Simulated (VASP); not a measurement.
Runs of VASP 6.6.1 on PbSe. The structure is that of space group Fm-3m (No. 225), or close to it. The cells are those of the table. 

```tsv
task	level	potentials or basis	cell	k mesh	cutoff (eV)	smearing	gap on the mesh (eV)	pressure (GPa)	relaxed volume (Å³/atom)
single point	PBEsol	VASP PAW PBE potentials, release 64 (Pb_d, Se)	a = 4.314 Å, angles 60.0°, 2 atoms	6 × 6 × 6	520	fermi-dirac 0.02 eV	0.17	0.0	-
relaxation of cell and atoms	LDA	VASP PAW LDA potentials, release 64 (Pb_d, Se)	relaxed from a = 4.396 Å, angles 60.0°, 2 atoms	6 × 6 × 6	600	fermi-dirac 0.02 eV	0.03	0.0	(c)
single point	PBE	VASP PAW PBE potentials, release 64 (Pb_d, Se)	a = 4.396 Å, angles 60.0°, 2 atoms	8 × 8 × 8	520	fermi-dirac 0.02 eV	0.44	0.0	-
relaxation of cell and atoms	PBE	VASP PAW PBE potentials, release 64 (Pb_d, Se)	relaxed from a = 3.995 Å, angles 60.0°, 2 atoms	8 × 8 × 8	600	fermi-dirac 0.02 eV	0.44	0.0	30.02
single point	PBE	VASP PAW PBE potentials, release 64 (Pb_d, Se)	a = 4.368 Å, angles 60.0°, 2 atoms	8 × 8 × 8	520	fermi-dirac 0.02 eV	0.38	0.9	-
single point	LDA	VASP PAW LDA potentials, release 64 (Pb_d, Se)	a = 4.368 Å, angles 60.0°, 2 atoms	8 × 8 × 8	520	gaussian 0.01 eV	0.25	(a)	-
relaxation of cell and atoms	PBEsol	VASP PAW PBE potentials, release 64 (Pb_d, Se)	relaxed from a = 4.396 Å, angles 60.0°, 2 atoms	6 × 6 × 6	600	fermi-dirac 0.02 eV	0.17	0.0	28.40
relaxation of cell and atoms	r2SCAN	VASP PAW PBE potentials, release 64 (Pb_d, Se)	relaxed from a = 4.396 Å, angles 60.0°, 2 atoms	6 × 6 × 6	600	fermi-dirac 0.02 eV	(b)	0.0	29.48
```

Alike in all rows: no spin polarisation.

**Question.** Estimate the missing entries.

**Answer.** (a) -3.3; (b) 0.67; (c) 27.54.

Caveats: spin-orbit coupling is left out, which moves the levels of the heavy elements; the PAW data sets were made with another functional, which shifts forces and pressure a little (some runs); the volume moved by over 15 % at a fixed basis, so the end points are rough (some runs).

A k mesh can miss the band edges, and the runs leave out spin-orbit coupling on Pb, Se.
